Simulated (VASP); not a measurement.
Wanted: the native input for a VASP 6.6.1 run.

```yaml
Task: single point
Functional: PBE
Potentials_or_basis: VASP PAW PBE potentials, release 64 (Zr_sv, B)
Cutoff: 520 eV
k_mesh: 12 × 12 × 10
Occupations: gaussian, width 0.05 eV
Spin: non-collinear spin, zero start, spin-orbit coupling
Starting_moments: "[[0.0, 0.0, 0.0], [0.0, 0.0, 0.0], [0.0, 0.0, 0.0]] μB"
Dipole_correction: no
Further_INCAR_settings: ALGO = Normal; EDIFF = 1e-07; NBANDS = 31
```

The structure of ZrB2 lies in POSCAR:

```
ZrB2
1.0
    3.2093392840      0.0000000000      0.0000000000
   -1.6046696420      2.7793693493      0.0000000000
    0.0000000000      0.0000000000      3.5966180695
Zr B
1 2
Direct
    0.0000000000      0.0000000000      0.0000000000
    0.3333333333      0.6666666667      0.5000000000
    0.6666666667      0.3333333333      0.5000000000
```

This cell differs from its parent crystal: volume scaled by 1.040.

One way to write it, as run:

INCAR

```
SYSTEM = ZrB2
PREC = Accurate
ENCUT = 520
EDIFF = 1E-7
ISMEAR = 0
SIGMA = 0.05
LREAL = .False.
LASPH = .True.
NELM = 150
ALGO = Normal
ISIF = 2
LWAVE = .False.
LCHARG = .True.
MAGMOM = 0 0 0 0 0 0 0 0 0
LORBIT = 11
LSORBIT = .True.
GGA_COMPAT = .False.
LORBMOM = .True.
LMAXMIX = 4
GGA = PE
LVHAR = .True.
NBANDS = 31
```

KPOINTS

```
Automatic mesh
0
Gamma
  12 12 10
  0 0 0
```

Potentials or basis: VASP PAW PBE potentials, release 64 (Zr_sv, B).

Command:

```console
$ cat potpaw_PBE.64/Zr_sv/POTCAR potpaw_PBE.64/B/POTCAR > POTCAR
$ mpirun -np 1 vasp_ncl > vasp.out
```

It gave:

* Pressure: -8.5 GPa
* Net moment: 0.00 μB per cell
* Valence electrons inside the program's atomic spheres: Zr 9.90; B 1.86

Wall time 2.4 min on 1 thread of Intel(R) Xeon(R) Platinum 8375C CPU @ 2.90GHz (Ice Lake), with other jobs on the host, peak memory 0.31 GiB.
